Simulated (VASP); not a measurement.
The system is Si3N4.

```
Si N
1.0
     0.00000    3.89372    3.89372
     3.89372    0.00000    3.89372
     3.89372    3.89372    0.00000
Si N
6 8
Direct
  0.12500 0.12500 0.62500
  0.12500 0.62500 0.12500
  0.62500 0.12500 0.12500
  0.12500 0.12500 0.12500
  0.75000 0.75000 0.75000
  0.50000 0.50000 0.50000
  0.36756 0.36756 0.36756
  0.35269 0.88244 0.88244
  0.88244 0.88244 0.35269
  0.88244 0.35269 0.88244
  0.36756 0.36756 0.89731
  0.36756 0.89731 0.36756
  0.88244 0.88244 0.88244
  0.89731 0.36756 0.36756
```

- Program: VASP 6.6.1
- Task: relaxation of cell and atoms
- Functional: r2SCAN
- Potentials or basis: VASP PAW PBE potentials, release 64 (Si, N)
- Cutoff: 600 eV
- k mesh: 6 × 6 × 6
- Occupations: gaussian, width 0.02 eV
- Spin: no spin polarisation

At the start: pressure -6.6 GPa; volume 8.43 Å³/atom.

Q: How do energy, volume and symmetry change on relaxing?

A: Over 6 steps the energy falls by 3.7 meV/atom and the volume is 8.25 Å³/atom (-2.1 %); space group Fd-3m (No. 227, to 0.1 Å) before and after.

Step by step:
| step | energy change (eV) | largest force (eV/Å) | pressure (GPa) | volume (Å³) |
| --- | --- | --- | --- | --- |
| 1 | 0.0000 | 0.0555 | -6.59 | 118.07 |
| 2 | 0.0561 | 0.2782 | 10.24 | 112.24 |
| 3 | -0.0514 | 0.0742 | -0.12 | 115.64 |
| 4 | -0.0514 | 0.0769 | 0.02 | 115.59 |
| 5 | -0.0513 | 0.0809 | 0.12 | 115.51 |
| 6 | -0.0518 | 0.0024 | 0.06 | 115.56 |

Final structure:
```
Si N
1.0
     0.00000    3.86592    3.86592
     3.86592    0.00000    3.86592
     3.86592    3.86592    0.00000
Si N
6 8
Direct
  0.12500 0.12500 0.62500
  0.12500 0.62500 0.12500
  0.62500 0.12500 0.12500
  0.12500 0.12500 0.12500
  0.75000 0.75000 0.75000
  0.50000 0.50000 0.50000
  0.36760 0.36760 0.36760
  0.35279 0.88240 0.88240
  0.88240 0.88240 0.35279
  0.88240 0.35279 0.88240
  0.36760 0.36760 0.89721
  0.36760 0.89721 0.36760
  0.88240 0.88240 0.88240
  0.89721 0.36760 0.36760
```

Caveat: the PAW data sets were made with another functional, which shifts forces and pressure a little.
